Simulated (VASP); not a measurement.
# AlRu in VASP: further runs

The runs below take AlRu through single point, relaxation of cell and atoms, with PBE.

Program: VASP 6.6.1. These are calculated values, not measurements. Logs are shortened: lines on timing, memory, paths and dates and some standing lists are left out, and cuts for length are marked.

### 1 The cell of the first run

Symmetry: R-3m, No. 166, trigonal system. The conventional cell has a = 4.194 Å, b = 4.194 Å, c = 5.244 Å, α = 90.00°, β = 90.00°, γ = 120.00°. Within 3.4 Å of Al (site symmetry -3m) lie 8 Ru at 2.57 to 2.62 Å and 6 Al at 2.99 Å. Within 3.4 Å of Ru (site symmetry -3m) lie 8 Al at 2.57 to 2.62 Å and 6 Ru at 2.99 Å.

### 2 Single point, PBE

INCAR

```
SYSTEM = AlRu
PREC = Accurate ; ENCUT = 520
EDIFF = 1E-6 ; ISMEAR = 0
SIGMA = 0.1 ; LREAL = .FALSE.
LASPH = .TRUE. ; NELM = 80
ALGO = Normal ; ISIF = 2
LWAVE = .FALSE. ; LCHARG = .TRUE.
GGA = PE ; LELF = .TRUE.
LVHAR = .TRUE. ; NBANDS = 16
```

KPOINTS

```
regular mesh
0
G
  6 6 6
  0 0 0
```

POSCAR

```
AlRu
1.0
    2.0970840828      1.2107520597      1.7480964606
   -2.0970840828      1.2107520597      1.7480964606
    0.0000000000     -2.4215041194      1.7480964606
Al Ru
1 1
Direct
    0.0000000000      0.0000000000      0.0000000000
    0.5000000000      0.5000000000      0.5000000000
```

Potentials or basis: VASP PAW PBE potentials, release 64 (Al, Ru_pv).

On the command line:

```bash
> cat potpaw_PBE.64/Al/POTCAR potpaw_PBE.64/Ru_pv/POTCAR > POTCAR
> mpirun -np 1 vasp_std > vasp.out
```

OUTCAR:

```text
SYSTEM = AlRu
   PREC = Accurate
   ENCUT = 520
   EDIFF = 1E-6
   ISMEAR = 0
   LREAL = .FALSE.
   LASPH = .TRUE.
   NELM = 80
   ISIF = 2
   GGA = PE

 ion  position               nearest neighbor table
   1  0.000  0.000  0.000-   2 2.57   2 2.57   2 2.57   2 2.57   2 2.57   2 2.57   2 2.62   2 2.62

   2  0.500  0.500  0.500-   1 2.57   1 2.57   1 2.57   1 2.57   1 2.57   1 2.57   1 2.62   1 2.62

  LATTYP: Found a trigonal (rhomboedric) cell.
 ALAT       =     2.9865571208
 COS(alpha) =     0.0139021032

  Lattice vectors:

 A1 = (   2.0970840828,   1.2107520597,   1.7480964606)
 A2 = (  -2.0970840828,   1.2107520597,   1.7480964606)
 A3 = (   0.0000000000,  -2.4215041194,   1.7480964606)

Analysis of symmetry for initial positions (statically):
=====================================================================
 Subroutine PRICEL returns:
 Original cell was already a primitive cell.

 Routine SETGRP: Setting up the symmetry group for a
 trigonal (rhombohedral) supercell.

 Subroutine GETGRP returns: Found 12 space group operations
 (whereof 12 operations were pure point group operations)
 out of a pool of 12 trial point group operations.

The static configuration has the point symmetry D_3d.

Analysis of symmetry for dynamics (positions and initial velocities):
=====================================================================
 Subroutine PRICEL returns:
 Original cell was already a primitive cell.

 Routine SETGRP: Setting up the symmetry group for a
 trigonal (rhombohedral) supercell.

 Subroutine GETGRP returns: Found 12 space group operations
 (whereof 12 operations were pure point group operations)
 out of a pool of 12 trial point group operations.

The dynamic configuration has the point symmetry D_3d.

 Subroutine INISYM returns: Found 12 space group operations
 (whereof 12 operations are pure point group operations),
 and found     1 'primitive' translations

----------------------------------------------------------------------------------------

                                     Primitive cell

  volume of cell :      26.6310

  direct lattice vectors                    reciprocal lattice vectors
     2.097084083  1.210752060  1.748096461     0.238426301  0.137655489  0.190683604
    -2.097084083  1.210752060  1.748096461    -0.238426301  0.137655489  0.190683604
     0.000000000 -2.421504119  1.748096461     0.000000000 -0.275310978  0.190683604

  length of vectors
     2.986557121  2.986557121  2.986557121     0.334897553  0.334897553  0.334897553
[... 81 lines left out ...]
   EDIFF  = 0.1E-05   stopping-criterion for ELM
   LREAL  =      F    real-space projection
   EDIFFG = 0.1E-04   stopping-criterion for IOM
   NSW    =      0    number of steps for IOM
   IBRION =     -1    ionic relax: 0-MD 1-quasi-New 2-CG
   NFREE  =      0    steps in history (QN), initial steepest desc. (CG)
   ISIF   =      2    stress and relaxation
   ISYM   =      2    0-nonsym 1-usesym 2-fastsym
   POTIM  = 0.5000    time-step for ionic-motion
   TEBEG  =    0.0;   TEEND  =   0.0 temperature during run
   PSTRESS=    0.0 pullay stress
   NELECT =      17.0000    total number of electrons
   NUPDOWN=      -1.0000    fix difference up-down
   EMIN   =  10.00;   EMAX   =-10.00  energy-range for DOS
   EFERMI =   0.00;   METHOD = LEGACY
   ISMEAR =     0;   SIGMA  =   0.10  broadening in eV -4-tet -1-fermi 0-gaus
   EFERMI_NEDOS =   21; number of points for ismear=-14 and -15
   IALGO  =     38    algorithm
   IMIX   =      4    mixing-type and parameters
     AMIX     =   0.40;   BMIX     =  1.00
     AMIX_MAG =   1.60;   BMIX_MAG =  1.00
  volume/ion in A,a.u.               =      13.32        89.86
  Fermi-wavevector in a.u.,A,eV,Ry     =   1.409598  2.663754 27.034316  1.986966
  Thomas-Fermi vector in A             =   2.531637
   LORBIT       =      0    0 simple, 1 ext, 2 COOP (PROOUT), +10 PAW based schemes
   GGA     = PE    functional components
   LHFCALC =     F    Hartree Fock is set to
   AEXX    =    0.0000 exact exchange contribution
   IVDW    =     0    specifies the selected vdW correction
   LEPSILON=     F    determine dielectric tensor
   LRPA    =     F    only Hartree local field effects (RPA)
 non-spin polarized calculation
 Gauss-broadening in eV      SIGMA  =   0.10
  energy-cutoff  :      520.00
  volume of cell :       26.63
 maximum number of plane-waves:       739
 NGX is ok and might be reduce to    24
   NGX = 11   NGY = 11   NGZ = 11

 number of electron      16.9999995 magnetization

 Free energy of the ion-electron system (eV)
  ---------------------------------------------------
  ext. energy  EPLUGINS =         0.00000000
  ---------------------------------------------------
  free energy    TOTEN  =       -14.24976912 eV

  energy without entropy =      -14.23665614  energy(sigma->0) =      -14.24321263

 E-fermi :  10.6629     XC(G=0): -12.5955

 val. band max:       10.6584955931   @ k =  -0.3333   0.1667  -0.0000
 cond. band min:      10.7353122294   @ k =   0.5000   0.1667  -0.0000
 fundamental gap:      0.0768166363
 Fermi energy:        10.6628840438

 k-point     1 :       0.0000    0.0000    0.0000
  band No.  band energies     occupation
      1     -30.9890      2.00000
      2     -30.9890      2.00000
      3     -30.9824      2.00000
      4       1.0846      2.00000
      5       7.2057      2.00000
      6       7.2057      2.00000
[... 433 lines left out ...]
      3     -31.0054      2.00000
      4       5.1071      2.00000
      5       7.1379      2.00000
      6       7.7411      2.00000
[... 8 lines left out ...]
     15      22.8777      0.00000
     16      24.2328      0.00000

 [... further k-points ...]

------------------------ aborting loop because EDIFF is reached ----------------------------------------

  FORCE on cell =-STRESS in cart. coord.  units (eV):
  Direction    XX          YY          ZZ          XY          YZ          ZX
  --------------------------------------------------------------------------------------
  -------------------------------------------------------------------------------------
  Total        0.9013331      0.9013331      0.0504011      0.0000000     -0.0000000      0.0000000
  in kB       54.2260792     54.2260792      3.0322382      0.0000000     -0.0000000      0.0000000
  external PRESSURE =      37.1614655 kB  Pullay stress =       0.0000000 kB

 VOLUME and BASIS-vectors are now :
 -----------------------------------------------------------------------------
  energy-cutoff  :      520.00
  volume of cell :       26.63
      direct lattice vectors                 reciprocal lattice vectors
     2.097084083  1.210752060  1.748096461     0.238426301  0.137655489  0.190683604
    -2.097084083  1.210752060  1.748096461    -0.238426301  0.137655489  0.190683604
     0.000000000 -2.421504119  1.748096461     0.000000000 -0.275310978  0.190683604

 POSITION                                       TOTAL-FORCE (eV/Angst)
 -----------------------------------------------------------------------------------
      0.00000      0.00000      0.00000        -0.000000      0.000000     -0.000000
      0.00000      0.00000      2.62214         0.000000     -0.000000      0.000000
 -----------------------------------------------------------------------------------
    total drift:                                0.000000      0.000000     -0.000000

  FREE ENERGIE OF THE ION-ELECTRON SYSTEM (eV)
  ---------------------------------------------------
  free  energy   TOTEN  =       -14.2497691155 eV

  energy  without entropy=      -14.2366561438  energy(sigma->0) =      -14.24321263
```

Wall time 15 s (1 thread of AMD EPYC 7R43 (Zen 3), shared host); peak memory 0.1 GiB.

Results:

| Quantity | Value |
| --- | --- |
| Free energy | -14.2498 eV |
| Pressure | 3.7 GPa |

### 3 Single point, PBE

This run uses another cell than the first one, of 13.56 Å³/atom, 1.018 times its volume.

INCAR

```
PREC = Accurate
ENCUT = 520
EDIFF = 1E-6
ISMEAR = 0
SIGMA = 0.1
LREAL = F
LASPH = T
NELM = 80
ALGO = Normal
ISIF = 2
LWAVE = F
LCHARG = F
GGA = PE
NBANDS = 16
```

KPOINTS

```
regular mesh
0
Gamma
  6 6 6
```

POSCAR

```
AlRu
1.0
    2.1234787474      1.2259910264      1.7359798311
   -2.1234787474      1.2259910264      1.7359798311
    0.0000000000     -2.4519820529      1.7359798311
Al Ru
1 1
Direct
    0.0000000000      0.0000000000      0.0000000000
    0.5000000000      0.5000000000      0.5000000000
```

Potentials or basis: VASP PAW PBE potentials, release 64 (Al, Ru_pv).

On the command line:

```bash
> cat potpaw_PBE.64/Al/POTCAR potpaw_PBE.64/Ru_pv/POTCAR > POTCAR
> mpirun -np 1 vasp_std > vasp.out
```

It took 16 s on 1 thread of AMD EPYC 7R43 (Zen 3), shared host; peak memory 0.11 GiB.

It converged, with:

```yaml
Free_energy: -14.2610 eV
Pressure: -0.2 GPa
```

Stress tensor (GPa, compression positive):
```
-0.11  0.00  0.00
 0.00 -0.11  0.00
 0.00  0.00 -0.41
```

Levels at points of the mesh, in eV from the Fermi level:
| k point | band 5 | band 6 | band 7 | band 8 | band 9 | band 10 | band 11 | band 12 | band 13 | band 14 |
| --- | --- | --- | --- | --- | --- | --- | --- | --- | --- | --- |
| (0.00, 0.00, 0.00) | -3.36 | -3.36 | 0.29 | 0.29 | 0.29 | 6.13 | 6.13 | 6.14 | 11.02 | 11.02 |
| (0.50, 0.00, 0.00) | -5.34 | -2.58 | -1.46 | -1.46 | 0.54 | 2.37 | 7.58 | 11.09 | 11.09 | 12.21 |
| (0.50, 0.50, 0.00) | -2.88 | -1.24 | -1.23 | -1.03 | -1.03 | 1.63 | 5.36 | 6.22 | 10.61 | 12.21 |
| (0.50, 0.50, 0.50) | -4.44 | -4.44 | 1.72 | 1.72 | 2.61 | 4.22 | 4.24 | 4.24 | 8.52 | 8.53 |

### 4 Relaxation of cell and atoms, PBE

INCAR

```
SYSTEM = AlRu
  ALGO = Normal
  EDIFF = 1E-6
  EDIFFG = -0.04
  ENCUT = 600
  GGA = PE
  IBRION = 2
  ISIF = 3
  ISMEAR = 0
  LASPH = .TRUE.
  LCHARG = .FALSE.
  LREAL = .FALSE.
  LWAVE = .FALSE.
  NELM = 80
  NSW = 90
  PREC = Accurate
  SIGMA = 0.1
```

KPOINTS

```
k-points
0
G
  6 6 6
  0 0 0
```

POSCAR

```
AlRu
1.0
    2.0970840828      1.2107520597      1.7480964606
   -2.0970840828      1.2107520597      1.7480964606
    0.0000000000     -2.4215041194      1.7480964606
Al Ru
1 1
Direct
    0.0000000000      0.0000000000      0.0000000000
    0.5000000000      0.5000000000      0.5000000000
```

Potentials or basis: VASP PAW PBE potentials, release 64 (Al, Ru_pv).

On the command line:

```bash
> cat potpaw_PBE.64/Al/POTCAR potpaw_PBE.64/Ru_pv/POTCAR > POTCAR
> mpirun -np 1 vasp_std > vasp.out
```

OUTCAR:

```text
SYSTEM = AlRu
   EDIFF = 1E-6
   EDIFFG = -0.04
   ENCUT = 600
   GGA = PE
   IBRION = 2
   ISIF = 3
   ISMEAR = 0
   LASPH = .TRUE.
   LREAL = .FALSE.
   NELM = 80
   NSW = 90
   PREC = Accurate

 ion  position               nearest neighbor table
   1  0.000  0.000  0.000-   2 2.57   2 2.57   2 2.57   2 2.57   2 2.57   2 2.57   2 2.62   2 2.62

   2  0.500  0.500  0.500-   1 2.57   1 2.57   1 2.57   1 2.57   1 2.57   1 2.57   1 2.62   1 2.62

  LATTYP: Found a trigonal (rhomboedric) cell.
 ALAT       =     2.9865571208
 COS(alpha) =     0.0139021032

  Lattice vectors:

 A1 = (   2.0970840828,   1.2107520597,   1.7480964606)
 A2 = (  -2.0970840828,   1.2107520597,   1.7480964606)
 A3 = (   0.0000000000,  -2.4215041194,   1.7480964606)

Analysis of symmetry for initial positions (statically):
=====================================================================
 Subroutine PRICEL returns:
 Original cell was already a primitive cell.

 Routine SETGRP: Setting up the symmetry group for a
 trigonal (rhombohedral) supercell.

 Subroutine GETGRP returns: Found 12 space group operations
 (whereof 12 operations were pure point group operations)
 out of a pool of 12 trial point group operations.

The static configuration has the point symmetry D_3d.

Analysis of symmetry for dynamics (positions and initial velocities):
[... 271 lines left out ...]
  ---------------------------------------------------
  ext. energy  EPLUGINS =         0.00000000
  ---------------------------------------------------
  free energy    TOTEN  =       -14.26078531 eV

  energy without entropy =      -14.24750128  energy(sigma->0) =      -14.25414329

 E-fermi :  10.4285     XC(G=0): -12.5092

 val. band max:       10.4252955851   @ k =   0.3333   0.1667  -0.0000
 cond. band min:      10.5011892738   @ k =   0.5000   0.1667  -0.0000
 fundamental gap:      0.0758936887
 Fermi energy:        10.4285482678

 k-point     1 :       0.0000    0.0000    0.0000
  band No.  band energies     occupation
      1     -31.2211      2.00000
      2     -31.2209      2.00000
      3     -31.2209      2.00000
      4       0.9451      2.00000
      5       7.0579      2.00000
      6       7.0579      2.00000
      7      10.7154      0.00005
      8      10.7192      0.00004
      9      10.7192      0.00004
     10      16.5687      0.00000
     11      16.5702      0.00000
     12      16.5702      0.00000
[... 331 lines left out ...]
 k-point    24 :      -0.3333    0.5000    0.1667
  band No.  band energies     occupation
      1     -31.3960      2.00000
      2     -31.3428      2.00000
      3     -31.2384      2.00000
      4       4.9530      2.00000
      5       6.9298      2.00000
      6       7.5602      2.00000
      7       8.7146      2.00000
      8       9.9678      2.00000
      9      10.9772      0.00000
     10      12.7471      0.00000
     11      16.8203      0.00000
     12      17.2489      0.00000

 [... further k-points ...]

------------------------ aborting loop because EDIFF is reached ----------------------------------------

  FORCE on cell =-STRESS in cart. coord.  units (eV):
  Direction    XX          YY          ZZ          XY          YZ          ZX
  --------------------------------------------------------------------------------------
  -------------------------------------------------------------------------------------
  Total       -0.0101735     -0.0101735      0.0293356      0.0000000      0.0000000      0.0000000
  in kB       -0.6018029     -0.6018029      1.7353086      0.0000000      0.0000000      0.0000000
  external PRESSURE =       0.1772343 kB  Pullay stress =       0.0000000 kB
[... 17 lines left out ...]
  FREE ENERGIE OF THE ION-ELECTRON SYSTEM (eV)
  ---------------------------------------------------
  free  energy   TOTEN  =       -14.2607853082 eV

  energy  without entropy=      -14.2475012783  energy(sigma->0) =      -14.25414329

 reached required accuracy - stopping structural energy minimisation
```

CONTCAR:

```text
AlRu
   1.00000000000000
     2.1241433252115502    1.2263747205896836    1.7328883579709540
    -2.1241433252115502    1.2263747205896836    1.7328883579709540
     0.0000000000000000   -2.4527494411793671    1.7328883579709540
  Al              Ru
     1     1
Direct
     0.0000000000000000    0.0000000000000000    1.0000000000000000
     0.5000000000000000    0.5000000000000000    0.5000000000000000

  0.00000000E+00  0.00000000E+00  0.00000000E+00
  0.00000000E+00  0.00000000E+00  0.00000000E+00
```

Wall time 35 s (1 thread of AMD EPYC 7R43 (Zen 3), shared host); peak memory 0.11 GiB.

What came out:

- Free energy: -14.2608 eV
- Relaxed volume: 13.54 Å³/atom
- Relaxed cell: a = 3.003 Å, b = 3.003 Å, c = 3.003 Å, α = 90.03°, β = 90.03°, γ = 90.03°
- Space group after relaxing (to 0.05 Å): Pm-3m (No. 221)
- Energy gained by relaxing: 5.5 meV/atom
- Ionic steps: 4
- Pressure after relaxing: 0.0 GPa

Stress tensor (GPa, compression positive):
```
-0.06  0.00  0.00
 0.00 -0.06  0.00
 0.00  0.00  0.17
```

Step by step:
```csv
step,energy change (eV),largest force (eV/Å),pressure (GPa),volume (Å³)
1,0.0000,0.0000,3.71,26.63
2,0.0015,0.0000,-5.28,27.83
3,-0.0091,0.0000,-0.83,27.20
4,-0.0110,0.0000,0.02,27.09
```

Final structure:
```
Al Ru
1.0
     2.12414    1.22637    1.73289
    -2.12414    1.22637    1.73289
     0.00000   -2.45275    1.73289
Al Ru
1 1
Direct
  0.00000 0.00000 0.00000
  0.50000 0.50000 0.50000
```

Levels at points of the mesh, in eV from the Fermi level:
```
           k point  band 5  band 6  band 7  band 8  band 9  band 10  band 11  band 12
(0.00, 0.00, 0.00)   -3.37   -3.37    0.29    0.29    0.29     6.14     6.14     6.14
(0.50, 0.00, 0.00)   -5.35   -2.58   -1.46   -1.46    0.54     2.38     7.58    11.10
(0.50, 0.50, 0.00)   -2.88   -1.24   -1.23   -1.03   -1.03     1.64     5.36     6.23
(0.50, 0.50, 0.50)   -4.45   -4.45    1.73    1.73    2.62     4.23     4.23     4.25
```

### 5 Single point, PBE

This run uses another cell than the first one, of 13.55 Å³/atom, 1.017 times its volume.

INCAR

```
ALGO = Normal
EDIFF = 1E-6
ENCUT = 520
GGA = PE
ISIF = 2
ISMEAR = 0
LASPH = T
LCHARG = F
LREAL = F
LWAVE = F
NBANDS = 16
NELM = 80
PREC = Accurate
SIGMA = 0.1
```

KPOINTS

```
k-points
0
Gamma
  18 18 18
```

POSCAR

```
AlRu
1.0
    3.0035032610      0.0000000000      0.0000000000
    0.0000000000      3.0035032610      0.0000000000
    0.0000000000      0.0000000000      3.0035032610
Al Ru
1 1
Direct
    0.0000000000      0.0000000000      0.0000000000
    0.5000000000      0.5000000000      0.5000000000
```

On the command line:

```bash
> cat potpaw_PBE.64/Al/POTCAR potpaw_PBE.64/Ru_pv/POTCAR > POTCAR
> mpirun -np 1 vasp_std > vasp.out
```

Run time: 82 s. Hardware: 1 thread of AMD EPYC 7R43 (Zen 3), shared host; peak memory 0.17 GiB.

It converged, with:

```yaml
Free_energy: -14.2646 eV
Pressure: 0.0 GPa
```

Levels at points of the mesh, in eV from the Fermi level:
| k point | band 5 | band 6 | band 7 | band 8 | band 9 | band 10 | band 11 | band 12 | band 13 | band 14 |
| --- | --- | --- | --- | --- | --- | --- | --- | --- | --- | --- |
| (0.00, 0.00, 0.00) | -3.49 | -3.49 | 0.18 | 0.18 | 0.18 | 6.03 | 6.03 | 6.03 | 10.91 | 10.91 |
| (0.50, 0.00, 0.00) | -5.46 | -2.71 | -1.57 | -1.57 | 0.43 | 2.25 | 7.46 | 10.98 | 10.98 | 12.13 |
| (0.50, 0.50, 0.00) | -3.00 | -1.35 | -1.35 | -1.14 | -1.14 | 1.51 | 5.24 | 6.12 | 10.51 | 12.13 |
| (0.50, 0.50, 0.50) | -4.56 | -4.56 | 1.60 | 1.60 | 2.51 | 4.12 | 4.12 | 4.12 | 8.43 | 8.43 |

### 6 Summary

```csv
task,cell,k mesh,cutoff (eV),gap on the mesh (eV),pressure (GPa)
single point,"a = 2.987 Å, angles 89.2°, 2 atoms",6 × 6 × 6,520,none,3.7
single point,"a = 3.004 Å, 2 atoms",6 × 6 × 6,520,none,-0.2
relaxation of cell and atoms,"relaxed from a = 2.987 Å, angles 89.2°, 2 atoms",6 × 6 × 6,600,none,0.0
single point,"a = 3.004 Å, 2 atoms",18 × 18 × 18,520,none,0.0
```

Alike in all rows: level PBE; potentials or basis VASP PAW PBE potentials, release 64 (Al, Ru_pv); no spin polarisation; smearing gaussian 0.1 eV.

Total energies depend on the potentials used, so only differences within one code and one set of settings carry meaning.
